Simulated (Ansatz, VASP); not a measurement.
**Two plane-wave programs on Ti**

```xyz
2
Lattice="3.1142 0.0000 0.0000 -1.5571 2.6970 0.0000 0.0000 0.0000 4.2048" Properties=species:S:1:pos:R:3 pbc="T T T"
Ti    0.0000    1.7980    1.0512
Ti    1.5571    0.8990    3.1536
```

Alike in both runs: task single point; functional LDA; k mesh 21 × 21 × 12; occupations gaussian, width 0.15 eV; no spin polarisation.

```csv
,VASP,Ansatz
version,VASP 6.6.1,Ansatz 0.2.0
potentials or method,"VASP PAW LDA potentials, release 64 (Ti_sv), cutoff 520 eV","scalar-relativistic, plane waves, PAW"
valence electrons in the cell,24,24
```

Ansatz gave:

- gap on the k mesh at the Fermi level (eV): none
- pressure (GPa): -9.0
- traceless stress, the component that is largest in VASP (GPa): 7.57

Estimate VASP's values.

gap on the k mesh at the Fermi level (eV): none; pressure (GPa): -9.1; traceless stress, the component that is largest in VASP (GPa): 7.54.

LDA's correlation is that of Perdew and Zunger in VASP and of Perdew and Wang (1992) in Ansatz. A gap of «none» marks a metal or a gap that the smearing closes.
